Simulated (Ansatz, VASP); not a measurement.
# Si2C: VASP beside Ansatz

Contents of INCAR:

```
  PREC = Accurate
  ENCUT = 520
  EDIFF = 1E-7
  ISMEAR = 0
  SIGMA = 0.1
  LREAL = False
  LASPH = True
  NELM = 60
  ALGO = Normal
  ISIF = 2
  LWAVE = False
  LCHARG = True
  GGA = PE
  LELF = True
  LVHAR = True
  NBANDS = 21
```

File KPOINTS:

```
Automatic mesh
0
Gamma
  6 6 4
```

Contents of POSCAR:

```
Si2C
1.0
    4.7379708900      0.0000000000      0.0000000000
   -2.3689854500      4.1032031600      0.0000000000
    0.0000000000      0.0000000000      4.4448845600
Si C
4 2
Direct
    0.0000000000      0.0000000000      0.0000000000
    0.3333333300      0.0000000000      0.5000000000
    0.0000000000      0.3333333300      0.5000000000
    0.6666666700      0.6666666700      0.5000000000
    0.6666666700      0.3333333300      0.0000000000
    0.3333333300      0.6666666700      0.0000000000
```

Input for Ansatz:

```yaml
crystal:
  lattice:
    - [4.73797089, 0.0, 0.0]
    - [-2.36898545, 4.10320316, 0.0]
    - [0.0, 0.0, 4.44488456]
  atoms:
    - { symbol: Si, position: [0.0, 0.0, 0.0] }
    - { symbol: Si, position: [0.33333333, 0.0, 0.5] }
    - { symbol: Si, position: [0.0, 0.33333333, 0.5] }
    - { symbol: Si, position: [0.66666667, 0.66666667, 0.5] }
    - { symbol: C, position: [0.66666667, 0.33333333, 0.0] }
    - { symbol: C, position: [0.33333333, 0.66666667, 0.0] }
basis:
  ecutwfc: 420
kpoints:
  mp_grid: { grid: [6, 6, 4] }
hamiltonian:
  xc: pbe
scf:
  occupations: { method: gaussian, width: 0.1 }
  lower_state_search: "off"
output:
  forces: true
  stress: true
  eigenvalues: true
```

Alike in both runs: task single point; functional PBE; k mesh 6 × 6 × 4; occupations gaussian, width 0.1 eV; no spin polarisation.

|  | VASP | Ansatz |
| --- | --- | --- |
| version | VASP 6.6.1 | Ansatz 0.2.0 |
| potentials or method | VASP PAW PBE potentials, release 64 (Si, C), cutoff 520 eV | scalar-relativistic, plane waves, PAW |
| valence electrons in the cell | 24 | 24 |

```csv
,VASP,Ansatz,Ansatz less VASP
gap on the k mesh at the Fermi level (eV),none,none,-
pressure (GPa),-16.5,-16.5,0.00
"traceless stress, the component that is largest in VASP (GPa)",-2.07,-2.07,+0.004
rms of the force components (eV/Å),0.208,0.209,+0.0006
```

Atom by atom the forces differ by 0.001 eV/Å (rms over components). A gap of «none» marks a metal or a gap that the smearing closes.
